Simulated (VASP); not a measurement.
# NiO in VASP: further runs, part 2 of 2

VASP 6.6.1. Earlier steps stand in the parts before.

### 4 Single point, PBE+U, collinear spin, antiferromagnetic start

This run uses another cell than the first one, of 9.60 Å³/atom.

File INCAR:

```
SYSTEM = NiO
PREC = Accurate
ENCUT = 520
EDIFF = 1E-7
ISMEAR = 0
SIGMA = 0.05
LREAL = .FALSE.
LASPH = .TRUE.
NELM = 150
ALGO = Normal
ISIF = 2
LWAVE = .FALSE.
LCHARG = .TRUE.
ISPIN = 2
MAGMOM = 1.86 -1.86 0 0
LORBIT = 11
LMAXMIX = 4
LDAU = .TRUE.
LDAUTYPE = 2
LDAUL = 2 -1
LDAUU = 6.2 0
LDAUJ = 0 0
LDAUPRINT = 1
GGA = PE
LELF = .TRUE.
LVHAR = .TRUE.
NBANDS = 28
```

File KPOINTS:

```
Automatic mesh
0
G
  10 10 10
  0 0 0
```

File POSCAR:

```
NiO
1.0
   -2.1228604664     -2.1228604664      4.2491414864
   -4.2491414864     -2.1228604664      2.1228604664
   -2.1228604664     -4.2491414864      2.1228604664
Ni O
2 2
Direct
    0.0000000000      0.0000000000      0.0000000000
    0.5000000000      0.5000000000      0.5000000000
    1.2499999993     -0.7500000007     -0.7500000007
    1.7500000007     -0.2499999993     -0.2499999993
```

Potentials or basis: VASP PAW PBE potentials, release 64 (Ni, O).

On the command line:

```console
$ cat potpaw_PBE.64/Ni/POTCAR potpaw_PBE.64/O/POTCAR > POTCAR
$ mpirun -np 1 vasp_std > vasp.out
```

OUTCAR:

```text
SYSTEM = NiO
   PREC = Accurate
   ENCUT = 520
   EDIFF = 1E-7
   ISMEAR = 0
   LREAL = .FALSE.
   LASPH = .TRUE.
   NELM = 150
   ISIF = 2
   ISPIN = 2
   LORBIT = 11
   GGA = PE

 ion  position               nearest neighbor table
   1  0.000  0.000  0.000-   4 2.13   4 2.13   4 2.13   3 2.13   3 2.13   3 2.13   2 3.00   2 3.00
                             2 3.00   2 3.00   2 3.00   2 3.00
   2  0.500  0.500  0.500-   3 2.13   4 2.13   3 2.13   3 2.13   4 2.13   4 2.13   1 3.00   1 3.00
                             1 3.00   1 3.00   1 3.00   1 3.00
   3  0.250  0.250  0.250-   2 2.13   2 2.13   2 2.13   1 2.13   1 2.13   1 2.13
   4  0.750  0.750  0.750-   2 2.13   2 2.13   2 2.13   1 2.13   1 2.13   1 2.13

  LATTYP: Found a trigonal (rhomboedric) cell.
 ALAT       =     5.2027181829
 COS(alpha) =     0.8329752920

  Lattice vectors:

 A1 = (  -2.1228604664,  -2.1228604664,   4.2491414864)
 A2 = (  -4.2491414864,  -2.1228604664,   2.1228604664)
 A3 = (  -2.1228604664,  -4.2491414864,   2.1228604664)

Analysis of symmetry for initial positions (statically):
=====================================================================
 Subroutine PRICEL returns following result:

  LATTYP: Found a trigonal (rhomboedric) cell.
 ALAT       =     3.0045972460
 COS(alpha) =     0.4991948395
[... 12 lines left out ...]
 Subroutine GETGRP returns: Found 12 space group operations
 (whereof 12 operations were pure point group operations)
 out of a pool of 12 trial point group operations.

The static configuration has the point symmetry D_3d.

Analysis of symmetry for dynamics (positions and initial velocities):
=====================================================================
 Subroutine PRICEL returns following result:

  LATTYP: Found a trigonal (rhomboedric) cell.
 ALAT       =     3.0045972460
 COS(alpha) =     0.4991948395
[... 12 lines left out ...]
 Subroutine GETGRP returns: Found 12 space group operations
 (whereof 12 operations were pure point group operations)
 out of a pool of 12 trial point group operations.

The dynamic configuration has the point symmetry D_3d.

Analysis of structural, dynamic, and magnetic symmetry:
=====================================================================
 Subroutine PRICEL returns following result:

  LATTYP: Found a trigonal (rhomboedric) cell.
 ALAT       =     3.0045972460
 COS(alpha) =     0.4991948395
[... 12 lines left out ...]
 Subroutine GETGRP returns: Found 12 space group operations
 (whereof 12 operations were pure point group operations)
 out of a pool of 12 trial point group operations.

The overall configuration has the point symmetry D_3d.

 Subroutine INISYM returns: Found 12 space group operations
 (whereof 12 operations are pure point group operations),
 and found     2 'primitive' translations

----------------------------------------------------------------------------------------

                                     Primitive cell

  volume of cell :      19.2029

[... 164 lines left out ...]

atom =   2  type =  1  l = 2

 onsite density matrix

spin component  1

  0.9804 -0.0000 -0.0001 -0.0000 -0.0000
 -0.0000  0.9804 -0.0001  0.0000  0.0001
 -0.0001 -0.0001  0.1441 -0.0001  0.0000
 -0.0000  0.0000 -0.0001  0.9804 -0.0001
 -0.0000  0.0001  0.0000 -0.0001  0.1441

spin component  2

  0.9822  0.0000 -0.0000  0.0000  0.0000
  0.0000  0.9822 -0.0000 -0.0000  0.0000
 -0.0000 -0.0000  1.0242 -0.0000  0.0000
  0.0000 -0.0000 -0.0000  0.9822 -0.0000
  0.0000  0.0000  0.0000 -0.0000  1.0242

 occupancies and eigenvectors

  o =  0.1441  v =  0.0000  0.0002  0.0049 -0.0002 -1.0000  0.0000  0.0000  0.0000  0.0000  0.0000      0.0000  0.0000  0.0000  0.0000  0.0000  0.0000  0.0000  0.0000  0.0000  0.0000
  o =  0.1441  v =  0.0002  0.0001  1.0000  0.0001  0.0049  0.0000  0.0000  0.0000  0.0000  0.0000      0.0000  0.0000  0.0000  0.0000  0.0000  0.0000  0.0000  0.0000  0.0000  0.0000
  o =  0.9804  v = -0.8126 -0.3377  0.0002 -0.4749  0.0000  0.0000  0.0000  0.0000  0.0000  0.0000      0.0000  0.0000  0.0000  0.0000  0.0000  0.0000  0.0000  0.0000  0.0000  0.0000
  o =  0.9804  v =  0.0792  0.7434 -0.0000 -0.6642  0.0002  0.0000  0.0000  0.0000  0.0000  0.0000      0.0000  0.0000  0.0000  0.0000  0.0000  0.0000  0.0000  0.0000  0.0000  0.0000
  o =  0.9804  v = -0.5774  0.5774 -0.0000  0.5774  0.0000  0.0000  0.0000  0.0000  0.0000  0.0000      0.0000  0.0000  0.0000  0.0000  0.0000  0.0000  0.0000  0.0000  0.0000  0.0000
  o =  0.9822  v =  0.0000  0.0000  0.0000  0.0000  0.0000 -0.5774  0.5774 -0.0000  0.5774  0.0000      0.0000  0.0000  0.0000  0.0000  0.0000  0.0000  0.0000  0.0000  0.0000  0.0000
  o =  0.9822  v =  0.0000  0.0000  0.0000  0.0000  0.0000  0.8012  0.2642  0.0008  0.5369  0.0001      0.0000  0.0000  0.0000  0.0000  0.0000  0.0000  0.0000  0.0000  0.0000  0.0000
  o =  0.9822  v =  0.0000  0.0000  0.0000  0.0000  0.0000 -0.1574 -0.7726 -0.0001  0.6151  0.0008      0.0000  0.0000  0.0000  0.0000  0.0000  0.0000  0.0000  0.0000  0.0000  0.0000
  o =  1.0242  v =  0.0000  0.0000  0.0000  0.0000  0.0000 -0.0006 -0.0003  1.0000 -0.0003 -0.0000      0.0000  0.0000  0.0000  0.0000  0.0000  0.0000  0.0000  0.0000  0.0000  0.0000
  o =  1.0242  v =  0.0000  0.0000  0.0000  0.0000  0.0000  0.0000  0.0005  0.0000 -0.0005  1.0000      0.0000  0.0000  0.0000  0.0000  0.0000  0.0000  0.0000  0.0000  0.0000  0.0000

 number of electron      31.9999993 magnetization       0.0000000

 Free energy of the ion-electron system (eV)
  ---------------------------------------------------
  ext. energy  EPLUGINS =         0.00000000
  ---------------------------------------------------
  free energy    TOTEN  =       -20.43410990 eV

  energy without entropy =      -20.43410990  energy(sigma->0) =      -20.43410990

 E-fermi :   5.9273     XC(G=0): -12.3382

 val. band max:        5.6361398077   @ k =   0.5000   0.5000   0.5000
 cond. band min:       8.6725055452   @ k =   0.0000   0.0000   0.0000
 fundamental gap:      3.0363657375
 Fermi energy:         5.9272920417

 spin component 1

 k-point     1 :       0.0000    0.0000    0.0000
  band No.  band energies     occupation
      1     -12.2166      1.00000
      2     -10.9141      1.00000
      3      -0.9621      1.00000
      4      -0.4525      1.00000
      5      -0.4524      1.00000
      6       1.3819      1.00000
[... 1481 lines left out ...]
     27      24.5858      0.00000
     28      27.0565      0.00000

 [... further k-points ...]

------------------------ aborting loop because EDIFF is reached ----------------------------------------

  FORCE on cell =-STRESS in cart. coord.  units (eV):
  Direction    XX          YY          ZZ          XY          YZ          ZX
  --------------------------------------------------------------------------------------
  -------------------------------------------------------------------------------------
  Total       -1.9086481     -1.9086481     -1.9086481      0.0062203     -0.0062203     -0.0062203
  in kB      -79.6230424    -79.6230424    -79.6230424      0.2594925     -0.2594925     -0.2594925
  external PRESSURE =     -79.6230424 kB  Pullay stress =       0.0000000 kB

 VOLUME and BASIS-vectors are now :
 -----------------------------------------------------------------------------
  energy-cutoff  :      520.00
  volume of cell :       38.41
      direct lattice vectors                 reciprocal lattice vectors
    -2.122860466 -2.122860466  4.249141486     0.117528837  0.117528837  0.352775883
    -4.249141486 -2.122860466  2.122860466    -0.352775883  0.117528837 -0.117528837
    -2.122860466 -4.249141486  2.122860466     0.117528837 -0.352775883 -0.117528837

 POSITION                                       TOTAL-FORCE (eV/Angst)
 -----------------------------------------------------------------------------------
      0.00000      0.00000      0.00000        -0.000000     -0.000000     -0.000000
     -4.24743     -4.24743      4.24743        -0.000000     -0.000000     -0.000000
     -2.12372     -2.12372      2.12372         0.000000      0.000000      0.000000
     -6.37115     -6.37115      6.37115         0.000000     -0.000000     -0.000000
 -----------------------------------------------------------------------------------
    total drift:                               -0.000000     -0.000000      0.000000

  FREE ENERGIE OF THE ION-ELECTRON SYSTEM (eV)
  ---------------------------------------------------
  free  energy   TOTEN  =       -20.4341098999 eV

  energy  without entropy=      -20.4341098999  energy(sigma->0) =      -20.43410990

 total charge

# of ion       s       p       d       tot
------------------------------------------
    1        0.327   0.384   8.199   8.909
    2        0.327   0.384   8.199   8.909
    3        1.550   3.446   0.000   4.996
    4        1.550   3.446   0.000   4.996
--------------------------------------------------
tot          3.754   7.659  16.397  27.810

 magnetization (x)

# of ion       s       p       d       tot
------------------------------------------
    1       -0.001  -0.004   1.764   1.759
    2        0.001   0.004  -1.764  -1.759
    3        0.000   0.000   0.000   0.000
    4        0.000   0.000   0.000   0.000
--------------------------------------------------
tot          0.000   0.000  -0.000  -0.000
```

It took 4.6 min on 1 thread of Intel Xeon 6975P-C (Granite Rapids), shared host; peak memory 0.4 GiB.

Results:

- Free energy: -20.4341 eV
- Pressure: -8.0 GPa
- Band gap on the k mesh: 3.04 eV
- Net moment: 0.00 μB per cell
- Site moments: Ni +1.76, -1.76; O +0.00 μB
- Valence electrons inside the program's atomic spheres: Ni 8.91; O 5.00

Levels at points of the mesh, in eV from the valence-band top:
Spin up:
| k point | band 13 | band 14 | band 15 | band 16 | band 17 | band 18 | band 19 | band 20 |
| --- | --- | --- | --- | --- | --- | --- | --- | --- |
| (0.00, 0.00, 0.00) | -0.70 | -0.68 | -0.68 | -0.66 | 3.04 | 4.24 | 4.24 | 7.14 |
| (0.50, 0.00, 0.00) | -1.87 | -1.66 | -1.22 | -0.58 | 4.17 | 4.19 | 8.74 | 9.04 |
| (0.50, 0.50, 0.00) | -1.98 | -1.96 | -0.63 | -0.52 | 4.41 | 4.54 | 7.15 | 7.49 |
| (0.50, 0.50, 0.50) | -1.25 | -1.25 | 0.00 | 0.00 | 4.11 | 4.11 | 5.74 | 5.86 |
Spin down:
| k point | band 14 | band 15 | band 16 | band 17 | band 18 | band 19 |
| --- | --- | --- | --- | --- | --- | --- |
| (0.00, 0.00, 0.00) | -0.68 | -0.68 | -0.66 | 3.04 | 4.24 | 4.24 |
| (0.50, 0.00, 0.00) | -1.66 | -1.22 | -0.58 | 4.17 | 4.19 | 8.74 |
| (0.50, 0.50, 0.00) | -1.96 | -0.63 | -0.52 | 4.41 | 4.54 | 7.15 |
| (0.50, 0.50, 0.50) | -1.25 | 0.00 | 0.00 | 4.11 | 4.11 | 5.74 |

Eigenvalues of the final occupation matrices:
| site | spin | trace | eigenvalues |
| --- | --- | --- | --- |
| site 1 d | 1 | 4.99 | 0.98 0.98 0.98 1.02 1.02 |
| site 1 d | 2 | 3.23 | 0.14 0.14 0.98 0.98 0.98 |
| site 2 d | 1 | 3.23 | 0.14 0.14 0.98 0.98 0.98 |
| site 2 d | 2 | 4.99 | 0.98 0.98 0.98 1.02 1.02 |

Caveat: the cell stands under tension.

### 5 Overview

| cell | k mesh | gap on the mesh (eV) | pressure (GPa) | moment (μB) |
| --- | --- | --- | --- | --- |
| a = 5.227 Å, angles 33.6°, 4 atoms | 5 × 5 × 5 | 2.99 | -9.7 | 0.00 |
| a = 3.018, b = 3.018, c = 4.268 Å, 4 atoms | 8 × 8 × 6 | 2.43 | -8.0 | 0.00 |
| a = 5.203 Å, angles 33.6°, 4 atoms | 10 × 10 × 10 | 3.04 | -8.0 | 0.00 |

Alike in all rows: task single point; level PBE+U; potentials or basis VASP PAW PBE potentials, release 64 (Ni, O); spin collinear, antiferromagnetic start; Ni d U = 6.2 eV; cutoff (eV) 520; smearing gaussian 0.05 eV.

Caveats: some runs use coarse meshes; the cell stands under tension (at least some runs); an odd mesh through Γ misses points on the zone boundary, where band edges can lie (at least some runs).

Absolute energies hang on the potentials; compare differences alone.
